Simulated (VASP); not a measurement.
# KF (R-3m) in VASP: a series of runs, part 2 of 2

VASP 6.6.1.

## 4. Single point, LDA

This run uses another cell than the first one, of 17.21 Å³/atom, 1.033 times its volume.

INCAR

```
  PREC = Accurate
  ENCUT = 520
  EDIFF = 1E-6
  ISMEAR = 0
  SIGMA = 0.05
  LREAL = F
  LASPH = T
  NELM = 80
  ALGO = Normal
  ISIF = 2
  LWAVE = F
  LCHARG = F
  GGA = CA
  NBANDS = 15
```

KPOINTS

```
regular mesh
0
Gamma
  8 8 8
```

POSCAR

```
KF
1.0
   -0.0549734907      2.5545276524      2.5545276524
    2.5545276524     -0.0549734907      2.5545276524
    2.5545276524      2.5545276524     -0.0549734907
K F
1 1
Direct
    0.0000000000      0.0000000000      0.0000000000
    0.5000000000      0.5000000000      0.5000000000
```

On the command line:

```bash
> cat potpaw_LDA.64/K_sv/POTCAR potpaw_LDA.64/F/POTCAR > POTCAR
> mpirun -np 1 vasp_std > vasp.out
```

Wall time 21 s (1 thread of AMD EPYC 7R13 (Zen 3), shared host); peak memory 0.13 GiB.

The run converged. Its results:

```
Free energy            : -9.0697 eV
Pressure               : 0.2 GPa
Band gap on the k mesh : 6.32 eV, direct
```

Stress tensor (GPa, compression positive):
```
0.19 0.26 0.26
0.26 0.19 0.26
0.26 0.26 0.19
```

Levels at points of the mesh, in eV from the valence-band top:
```tsv
k point	band 4	band 5	band 6	band 7	band 8	band 9	band 10	band 11	band 12	band 13
(0.00, 0.00, 0.00)	-8.79	-8.76	-0.03	-0.03	0.00	6.32	10.62	10.62	11.01	12.65
(0.50, 0.00, 0.00)	-8.82	-8.82	-0.99	-0.50	-0.44	9.15	10.94	12.25	12.59	14.91
(0.50, 0.50, 0.00)	-9.12	-9.07	-0.16	-0.05	-0.03	7.93	10.67	12.21	14.09	14.87
(0.50, 0.50, 0.50)	-8.85	-8.85	-1.00	-0.53	-0.53	9.25	11.07	12.48	12.48	15.02
```

A k mesh can miss the band edges.

## 5. Single point, LDA

This run uses another cell than the first one, of 17.21 Å³/atom, 1.033 times its volume.

INCAR

```
ALGO = Normal ; EDIFF = 1E-7
ENCUT = 520 ; ISIF = 2
ISMEAR = 0 ; LASPH = T
LCHARG = F ; LREAL = F
LWAVE = F ; NBANDS = 15
NELM = 100 ; PREC = Accurate
SIGMA = 0.05
```

KPOINTS

```
k-points
0
Gamma
  8 8 8
```

POSCAR

```
KF
1.0
    0.0555125766      2.6097722383      2.6097722383
    2.6097722383      0.0555125766      2.6097722383
    2.6097722383      2.6097722383      0.0555125766
K F
1 1
Direct
    0.0000000000      0.0000000000      0.0000000000
    0.5000000000      0.5000000000      0.5000000000
```

Potentials or basis: VASP PAW LDA potentials, release 64 (K_sv, F).

On the command line:

```bash
> cat potpaw_LDA.64/K_sv/POTCAR potpaw_LDA.64/F/POTCAR > POTCAR
> mpirun -np 1 vasp_std > vasp.out
```

OUTCAR:

```text
EDIFF = 1E-7
   ENCUT = 520
   ISIF = 2
   ISMEAR = 0
   LASPH = T
   LREAL = F
   NELM = 100
   PREC = Accurate

 ion  position               nearest neighbor table
   1  0.000  0.000  0.000-   2 2.58   2 2.58   2 2.58   2 2.58   2 2.58   2 2.58
   2  0.500  0.500  0.500-   1 2.58   1 2.58   1 2.58   1 2.58   1 2.58   1 2.58

  LATTYP: Found a trigonal (rhomboedric) cell.
 ALAT       =     3.6911927500
 COS(alpha) =     0.5211531429

  Lattice vectors:

 A1 = (   0.0555125766,   2.6097722383,   2.6097722383)
 A2 = (   2.6097722383,   0.0555125766,   2.6097722383)
 A3 = (   2.6097722383,   2.6097722383,   0.0555125766)

Analysis of symmetry for initial positions (statically):
=====================================================================
 Subroutine PRICEL returns:
 Original cell was already a primitive cell.

 Routine SETGRP: Setting up the symmetry group for a
 trigonal (rhombohedral) supercell.

 Subroutine GETGRP returns: Found 12 space group operations
 (whereof 12 operations were pure point group operations)
 out of a pool of 12 trial point group operations.

The static configuration has the point symmetry D_3d.

Analysis of symmetry for dynamics (positions and initial velocities):
=====================================================================
 Subroutine PRICEL returns:
 Original cell was already a primitive cell.

 Routine SETGRP: Setting up the symmetry group for a
 trigonal (rhombohedral) supercell.

 Subroutine GETGRP returns: Found 12 space group operations
 (whereof 12 operations were pure point group operations)
 out of a pool of 12 trial point group operations.

The dynamic configuration has the point symmetry D_3d.

 Subroutine INISYM returns: Found 12 space group operations
 (whereof 12 operations are pure point group operations),
 and found     1 'primitive' translations

----------------------------------------------------------------------------------------

                                     Primitive cell

[... 119 lines left out ...]
   LEPSILON=     F    determine dielectric tensor
   LRPA    =     F    only Hartree local field effects (RPA)
 non-spin polarized calculation
 Gauss-broadening in eV      SIGMA  =   0.05
  energy-cutoff  :      520.00
  volume of cell :       34.42
 maximum number of plane-waves:       946
   NGX = 13   NGY = 13   NGZ = 13

 number of electron      15.9999999 magnetization

 Free energy of the ion-electron system (eV)
  ---------------------------------------------------
  ext. energy  EPLUGINS =         0.00000000
  ---------------------------------------------------
  free energy    TOTEN  =        -9.06948959 eV

  energy without entropy =       -9.06948959  energy(sigma->0) =       -9.06948959

 E-fermi :  -2.5751     XC(G=0):  -9.6121

 val. band max:       -2.9126389340   @ k =   0.0000   0.0000   0.0000
 cond. band min:       3.4167384194   @ k =   0.0000   0.0000   0.0000
 fundamental gap:      6.3293773534
 Fermi energy:        -2.5751079442

 k-point     1 :       0.0000    0.0000    0.0000
  band No.  band energies     occupation
      1     -28.3133      2.00000
      2     -21.1940      2.00000
      3     -11.7078      2.00000
      4     -11.6763      2.00000
      5     -11.6763      2.00000
      6      -2.9430      2.00000
      7      -2.9126      2.00000
      8      -2.9126      2.00000
      9       3.4167      0.00000
     10       7.6101      0.00000
     11       7.9669      0.00000
     12       7.9669      0.00000
     13       9.7421      0.00000
     14       9.7421      0.00000
[... 401 lines left out ...]
      2     -21.3051      2.00000
      3     -11.9370      2.00000
      4     -11.8181      2.00000
      5     -11.6924      2.00000
      6      -3.6186      2.00000
      7      -3.2784      2.00000
      8      -3.0938      2.00000
      9       5.6831      0.00000
     10       7.0112      0.00000
     11       9.0208      0.00000
     12       9.1259      0.00000
     13      10.7393      0.00000
     14      11.0293      0.00000
     15      16.1068      0.00000

 [... further k-points ...]

------------------------ aborting loop because EDIFF is reached ----------------------------------------

  FORCE on cell =-STRESS in cart. coord.  units (eV):
  Direction    XX          YY          ZZ          XY          YZ          ZX
  --------------------------------------------------------------------------------------
  -------------------------------------------------------------------------------------
  Total        0.0378892      0.0378892      0.0378892     -0.0657130     -0.0657130     -0.0657130
  in kB        1.7638790      1.7638790      1.7638790     -3.0591783     -3.0591783     -3.0591783
  external PRESSURE =       1.7638790 kB  Pullay stress =       0.0000000 kB

 VOLUME and BASIS-vectors are now :
 -----------------------------------------------------------------------------
  energy-cutoff  :      520.00
  volume of cell :       34.42
      direct lattice vectors                 reciprocal lattice vectors
     0.055512577  2.609772238  2.609772238    -0.197811447  0.193691428  0.193691428
     2.609772238  0.055512577  2.609772238     0.193691428 -0.197811447  0.193691428
     2.609772238  2.609772238  0.055512577     0.193691428  0.193691428 -0.197811447

 POSITION                                       TOTAL-FORCE (eV/Angst)
 -----------------------------------------------------------------------------------
      0.00000      0.00000      0.00000         0.000000      0.000000     -0.000000
      2.63753      2.63753      2.63753        -0.000000     -0.000000      0.000000
 -----------------------------------------------------------------------------------
    total drift:                                0.000000      0.000000      0.000000

  FREE ENERGIE OF THE ION-ELECTRON SYSTEM (eV)
  ---------------------------------------------------
  free  energy   TOTEN  =        -9.0694895911 eV

  energy  without entropy=       -9.0694895911  energy(sigma->0) =       -9.06948959
```

Wall time 22 s (1 thread of AMD EPYC 7R13 (Zen 3), shared host); peak memory 0.13 GiB.

Results:

- Free energy: -9.0695 eV
- Pressure: 0.2 GPa
- Band gap on the k mesh: 6.33 eV, direct

A k mesh can miss the band edges.

## 6. Summary

| cell | gap on the mesh (eV) | pressure (GPa) |
| --- | --- | --- |
| a = 3.672 Å, angles 57.9°, 2 atoms | 6.51 | 1.7 |
| a = 3.556 Å, angles 62.1°, 2 atoms | 6.50 | 1.7 |
| a = 3.613 Å, angles 61.4°, 2 atoms | 6.32 | 0.2 |
| a = 3.691 Å, angles 58.6°, 2 atoms | 6.33 | 0.2 |

Alike in all rows: task single point; level LDA; potentials or basis VASP PAW LDA potentials, release 64 (K_sv, F); no spin polarisation; k mesh 8 × 8 × 8; cutoff (eV) 520; smearing gaussian 0.05 eV.

Total energies depend on the potentials used, so only differences within one code and one set of settings carry meaning.
